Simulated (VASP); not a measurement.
Here is a VASP 6.6.1 calculation.

Contents of INCAR:

```
SYSTEM = MgS
PREC = Accurate
ENCUT = 520
EDIFF = 1E-6
ISMEAR = 0
SIGMA = 0.05
LREAL = .False.
LASPH = .True.
NELM = 100
ALGO = Normal
ISIF = 2
LWAVE = .False.
LCHARG = .False.
GGA = PE
NBANDS = 11
```

KPOINTS

```
Automatic mesh
0
Gamma
  8 8 8
  0 0 0
```

Contents of POSCAR:

```
MgS
1.0
    0.0000000000      2.6016500000      2.6016500000
    2.6016500000      0.0000000000      2.6016500000
    2.6016500000      2.6016500000      0.0000000000
Mg S
1 1
Direct
    0.0000000000      0.0000000000      0.0000000000
    0.4855860704      0.4855860704      0.5144139296
```

Potentials or basis: VASP PAW PBE potentials, release 64 (Mg, S).

Launch:

```bash
$ cat potpaw_PBE.64/Mg/POTCAR potpaw_PBE.64/S/POTCAR > POTCAR
$ mpirun -np 1 vasp_std > vasp.out
```

(1) What does it give for the pressure?

(2) Predict the largest force.

(3) Estimate the band gap on the k mesh.

Answers

(1) 1.0 GPa.

(2) 0.217 eV/Å.

(3) 2.78 eV, indirect (least direct gap 3.71 eV).

Caveat: the cell differs from its parent crystal (all S atoms moved +0.075 Å, as atom 2 towards its neighbour atom 1 (Mg) at 2.602 Å).
